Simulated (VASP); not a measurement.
# GaN (F-43m) in VASP: vibrations by perturbation theory with PBE

Aim: the vibrations by perturbation theory of GaN with PBE.

Everything below comes from runs of VASP 6.6.1. Logs are shortened: lines on timing, memory, paths and dates and some standing lists are left out, and cuts for length are marked.

## Step 1: The cell of the first run

It takes space group F-43m (No. 216, cubic). Conventional cell: a = 4.507 Å, b = 4.507 Å, c = 4.507 Å, α = 90.00°, β = 90.00°, γ = 90.00°. Ga (site symmetry -43m) has 4 N at 1.95 Å within 2.6 Å. Within 2.6 Å of N (site symmetry -43m) lie 4 Ga at 1.95 Å.

## Step 2: Vibrations by perturbation theory, PBE

Contents of INCAR:

```
PREC = Accurate
ENCUT = 520
EDIFF = 1E-8
ISMEAR = 0
SIGMA = 0.01
LREAL = False
LASPH = True
NELM = 60
ALGO = Normal
ISIF = 2
LWAVE = False
LCHARG = False
GGA = PE
NBANDS = 16
IBRION = 8
NSW = 1
LEPSILON = True
```

Contents of KPOINTS:

```
Automatic mesh
0
Gamma
  8 8 8
```

Contents of POSCAR:

```
GaN
1.0
    0.0000000000      2.2535006100      2.2535006100
    2.2535006100      0.0000000000      2.2535006100
    2.2535006100      2.2535006100      0.0000000000
Ga N
1 1
Direct
    0.0000000000      0.0000000000      0.0000000000
    0.7500000000      0.7500000000      0.7500000000
```

Potentials or basis: VASP PAW PBE potentials, release 64 (Ga_d, N).

Run with:

```console
cat potpaw_PBE.64/Ga_d/POTCAR potpaw_PBE.64/N/POTCAR > POTCAR
mpirun -np 1 vasp_std > vasp.out
```

OUTCAR:

```text
PREC = Accurate
   ENCUT = 520
   EDIFF = 1E-8
   ISMEAR = 0
   LREAL = False
   LASPH = True
   NELM = 60
   ISIF = 2
   GGA = PE
   IBRION = 8
   NSW = 1
   LEPSILON = True

 ion  position               nearest neighbor table
   1  0.000  0.000  0.000-   2 1.95   2 1.95   2 1.95   2 1.95
   2  0.750  0.750  0.750-   1 1.95   1 1.95   1 1.95   1 1.95

  LATTYP: Found a face centered cubic cell.
 ALAT       =     4.5070012200

  Lattice vectors:

 A1 = (   0.0000000000,   2.2535006100,   2.2535006100)
 A2 = (   2.2535006100,   0.0000000000,   2.2535006100)
 A3 = (   2.2535006100,   2.2535006100,   0.0000000000)

Analysis of symmetry for initial positions (statically):
=====================================================================
 Subroutine PRICEL returns:
 Original cell was already a primitive cell.

 Routine SETGRP: Setting up the symmetry group for a
 face centered cubic supercell.

 Subroutine GETGRP returns: Found 24 space group operations
 (whereof 24 operations were pure point group operations)
 out of a pool of 48 trial point group operations.

The static configuration has the point symmetry T_d .

Analysis of symmetry for dynamics (positions and initial velocities):
=====================================================================
 Subroutine PRICEL returns:
 Original cell was already a primitive cell.

 Routine SETGRP: Setting up the symmetry group for a
 face centered cubic supercell.

 Subroutine GETGRP returns: Found 24 space group operations
 (whereof 24 operations were pure point group operations)
 out of a pool of 48 trial point group operations.

The dynamic configuration has the point symmetry T_d .

 Subroutine INISYM returns: Found 24 space group operations
 (whereof 24 operations are pure point group operations),
 and found     1 'primitive' translations

----------------------------------------------------------------------------------------

                                     Primitive cell

  volume of cell :      22.8877

  direct lattice vectors                    reciprocal lattice vectors
     0.000000000  2.253500610  2.253500610    -0.221877020  0.221877020  0.221877020
     2.253500610  0.000000000  2.253500610     0.221877020 -0.221877020  0.221877020
     2.253500610  2.253500610  0.000000000     0.221877020  0.221877020 -0.221877020

  length of vectors
     3.186931125  3.186931125  3.186931125     0.384302272  0.384302272  0.384302272

  position of ions in fractional coordinates (direct lattice)
     0.000000000  0.000000000  0.000000000
     0.750000000  0.750000000  0.750000000

  ion indices of the primitive-cell ions
   primitive index   ion index
                 1           1
                 2           2

----------------------------------------------------------------------------------------

 KPOINTS: Automatic mesh

Automatic generation of k-mesh.
 Grid dimensions read from file:
 generate k-points for:    8    8    8

 Generating k-lattice:

  Cartesian coordinates                     Fractional coordinates (reciprocal lattice)
    -0.027734628  0.027734628  0.027734628     0.125000000  0.000000000  0.000000000
     0.027734628 -0.027734628  0.027734628     0.000000000  0.125000000  0.000000000
     0.027734628  0.027734628 -0.027734628     0.000000000  0.000000000  0.125000000
[... 603 lines left out ...]
  ---------------------------------------------------
  free energy    TOTEN  =        -0.35454269 eV

  energy without entropy =       -0.35454269

------------------------ aborting loop because EDIFF is reached ----------------------------------------

--------------------------------------- Ionic step        2  -------------------------------------------

------------------------ aborting loop because EDIFF is reached ----------------------------------------

--------------------------------------- Ionic step        3  -------------------------------------------

------------------------ aborting loop because EDIFF is reached ----------------------------------------

 PIEZOELECTRIC TENSOR FIELD DIRECTION 3  (e Angst)
 -----------------------------------------------------------------------------
    -0.00056  1.47138  0.00000           ( -0.00000  0.10074  0.00000)
     1.47138 -0.00056  0.00000           (  0.10074 -0.00000  0.00000)
     0.00000  0.00000  0.00016           (  0.00000  0.00000 -0.00000)

 PIEZOELECTRIC TENSOR FIELD DIRECTION 3  (C/m^2)
 -----------------------------------------------------------------------------
    -0.00039  1.02999  0.00000
     1.02999 -0.00039  0.00000
     0.00000  0.00000  0.00011

--------------------------------------- Ionic step        4  -------------------------------------------

------------------------ aborting loop because EDIFF is reached ----------------------------------------

[... ionic steps 5 to 6 ...]

--------------------------------------- Ionic step        7  -------------------------------------------

 Free energy of the ion-electron system (eV)
  ---------------------------------------------------
  ---------------------------------------------------
  free energy    TOTEN  =        -0.23357570 eV

  energy without entropy =       -0.23357570

------------------------ aborting loop because EDIFF is reached ----------------------------------------

 INTERNAL STRAIN TENSOR  FOR ION    2  DIRECTION 1   (eV/Angst):
 -----------------------------------------------------------------------------
     0.00605  0.00000  0.00000
     0.00000 -0.00757  8.43466
     0.00000  8.43466 -0.00757

 MACROSCOPIC STATIC DIELECTRIC TENSOR (including local field effects in DFT)
 ------------------------------------------------------
           6.193003     0.000000     0.000000
           0.000000     6.193003     0.000000
          -0.000000    -0.000000     6.193003
 ------------------------------------------------------

 PIEZOELECTRIC TENSOR (including local field effects)  for field in x, y, z        (e  Angst)
          XX          YY          ZZ          XY          YZ          ZX
  --------------------------------------------------------------------------------
  x     0.00000    -0.00000    -0.00000    -0.00000     1.47270    -0.00000
  y     0.00000     0.00000     0.00000     0.00000    -0.00000     1.47270
  z     0.00000     0.00000     0.00000     1.47270     0.00000    -0.00000

 PIEZOELECTRIC TENSOR (including local field effects)  for field in x, y, z        (C/m^2)
          XX          YY          ZZ          XY          YZ          ZX
  --------------------------------------------------------------------------------
  x     0.00000    -0.00000    -0.00000    -0.00000     1.03092    -0.00000
  y     0.00000     0.00000     0.00000     0.00000    -0.00000     1.03092
  z     0.00000     0.00000     0.00000     1.03092     0.00000    -0.00000

 BORN EFFECTIVE CHARGES (including local field effects) (in |e|, cummulative output)
 ---------------------------------------------------------------------------------
 ion    1
    1     2.67521     0.00000     0.00000
    2     0.00000     2.67521    -0.00000
    3    -0.00000    -0.00000     2.67521
 ion    2
    1    -2.67521    -0.00000    -0.00000
    2     0.00000    -2.67521     0.00000
    3     0.00000     0.00000    -2.67521

 INTERNAL STRAIN TENSOR FOR ION    2 for displacements in x,y,z  (eV/Angst):
          X           Y           Z          XY          YZ          ZX
  --------------------------------------------------------------------------------
  x     0.00000     0.00000     0.00000     0.00000     8.43466     0.00000
  y     0.00000     0.00000     0.00000     0.00000     0.00000     8.43466
  z     0.00000     0.00000     0.00000     8.43466     0.00000     0.00000

 SECOND DERIVATIVES (NOT SYMMETRIZED)
 ------------------------------------
               1X          1Y          1Z          2X          2Y          2Z
  1X   -12.267590    0.000000    0.000000   12.267590    0.000000    0.000000
  1Y     0.000000  -12.267590    0.000000    0.000000   12.267590    0.000000
  1Z     0.000000    0.000000  -12.267590    0.000000    0.000000   12.267590
  2X    12.247265    0.000000    0.000000  -12.247265    0.000000    0.000000
  2Y     0.000000   12.247265    0.000000    0.000000  -12.247265    0.000000
  2Z     0.000000    0.000000   12.247265    0.000000    0.000000  -12.247265

 Eigenvectors and eigenvalues of the dynamical matrix
 ----------------------------------------------------

   1 f  =   16.024629 THz   100.685713 2PiTHz  534.524082 cm-1    66.272510 meV
             X         Y         Z           dx          dy          dz
      0.000000  0.000000  0.000000     0.000000    0.409218    0.000000
      3.380251  3.380251  3.380251     0.000000   -0.912437    0.000000
[... 21 lines left out ...]
   6 f/i=    0.004961 THz     0.031170 2PiTHz    0.165477 cm-1     0.020517 meV
             X         Y         Z           dx          dy          dz
      0.000000  0.000000  0.000000     0.000000    0.000000    0.912437
      3.380251  3.380251  3.380251     0.000000    0.000000    0.409218

--------------------------------------------------------------------------------------------------------

 MACROSCOPIC STATIC DIELECTRIC TENSOR IONIC CONTRIBUTION
 ------------------------------------------------------
           4.616127    -0.000000    -0.000000
          -0.000000     4.616127    -0.000000
          -0.000000    -0.000000     4.616127
 ------------------------------------------------------

 ELASTIC MODULI CONTR FROM IONIC RELAXATION (kBar)
 Direction    XX          YY          ZZ          XY          YZ          ZX
 --------------------------------------------------------------------------------
 XX          -0.0000      0.0000      0.0000      0.0000     -0.0000      0.0000
 YY           0.0000     -0.0000      0.0000      0.0000      0.0000     -0.0000
 ZZ           0.0000      0.0000     -0.0000     -0.0000      0.0000      0.0000
 XY           0.0000      0.0000     -0.0000   -376.7940      0.0000      0.0000
 YZ          -0.0000      0.0000      0.0000      0.0000   -376.7940      0.0000
 ZX           0.0000     -0.0000      0.0000      0.0000      0.0000   -376.7940
 --------------------------------------------------------------------------------

 PIEZOELECTRIC TENSOR IONIC CONTR  for field in x, y, z        (C/m^2)
          XX          YY          ZZ          XY          YZ          ZX
  --------------------------------------------------------------------------------
  x    -0.00000     0.00000     0.00000     0.00000    -1.24098     0.00000
  y     0.00000    -0.00000     0.00000     0.00000     0.00000    -1.24098
  z     0.00000     0.00000    -0.00000    -1.24098     0.00000     0.00000
```

It took 6.7 min on 1 thread of Intel Xeon 8259CL, shared host; peak memory 0.22 GiB.

What came out:

| Quantity | Value |
| --- | --- |
| Electronic dielectric tensor (diagonal) | 6.19 |
| Born charges (mean of the diagonal) | Ga +2.68; N -2.68 e |
| Highest phonon frequency at Γ, LO-TO splitting left out | 535 cm⁻¹ |

Phonon frequencies in cm⁻¹ (negative: imaginary):
| q point | frequencies |
| --- | --- |
| (0.000, 0.000, 0.000) | 0 0 0 535 535 535 |

Electronic dielectric tensor:
```
6.19 0.00 0.00
0.00 6.19 0.00
0.00 0.00 6.19
```

Born effective charge tensors (e):
atom 1, Ga
```
2.68 0.00 0.00
0.00 2.68 0.00
0.00 0.00 2.68
```
atom 2, N
```
-2.68  0.00  0.00
 0.00 -2.68  0.00
 0.00  0.00 -2.68
```

Caveat: the cell stands under pressure or tension, which shifts response properties.
